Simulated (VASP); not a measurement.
Input of a VASP 6.6.1 run:

The input INCAR:

```
SYSTEM = HfSiO4
ALGO = Normal
EDIFF = 1E-6
ENCUT = 520
GGA = PS
ISIF = 2
ISMEAR = -1
LASPH = .True.
LCHARG = .False.
LREAL = .False.
LWAVE = .False.
NBANDS = 50
NELM = 60
PREC = Accurate
SIGMA = 0.05
```

The input KPOINTS:

```
k-points
0
Gamma
  4 6 4
  0 0 0
```

POSCAR

```
HfSiO4
1.0
    8.3104734580     -0.0004063685     -0.4269147108
    0.0003595126      4.0074995626      0.0028148674
   -0.3322654594     -0.0028898301      4.1367985236
Hf Si O
2 2 8
Direct
    0.0429097408      0.1049313924      0.0861595885
    0.5429100691     -0.1308641561      0.0861591280
    0.2543911270      0.7463222836      0.5158332737
    0.7543901313      0.2277444644      0.5158335202
    0.1245027400      0.0000634737      0.6555837439
    0.1204630056      0.5565214126      0.2435205448
    0.3291396698     -0.0034505839      0.2557411551
   -0.1133244052      0.3959224514      0.7772541229
    0.6245023459     -0.0259950932      0.6555827464
    0.6204620727      0.4175438660      0.2435184289
    0.8291398630     -0.0224848579      0.2557424552
    0.3866775400      0.5781435812      0.7772523454
```

Potentials or basis: VASP PAW PBE potentials, release 64 (Hf_pv, Si, O).

Run with:

```bash
$ cat potpaw_PBE.64/Hf_pv/POTCAR potpaw_PBE.64/Si/POTCAR potpaw_PBE.64/O/POTCAR > POTCAR
$ mpirun -np 1 vasp_std > vasp.out
```

Question: Estimate the band gap on the k mesh.

Answer: 4.66 eV, indirect (least direct gap 5.03 eV).

Question: What does it give for the pressure?

Answer: -0.9 GPa.

Question: Predict the largest force.

Answer: 0.234 eV/Å.

Stress tensor (GPa, compression positive):
```
-0.79  0.00  0.12
 0.00 -0.97  0.00
 0.12  0.00 -0.87
```

Caveat: the PAW data sets were made with another functional, which shifts forces and pressure a little; spin-orbit coupling is left out, which moves the levels of the heavy elements. A k mesh can miss the band edges.
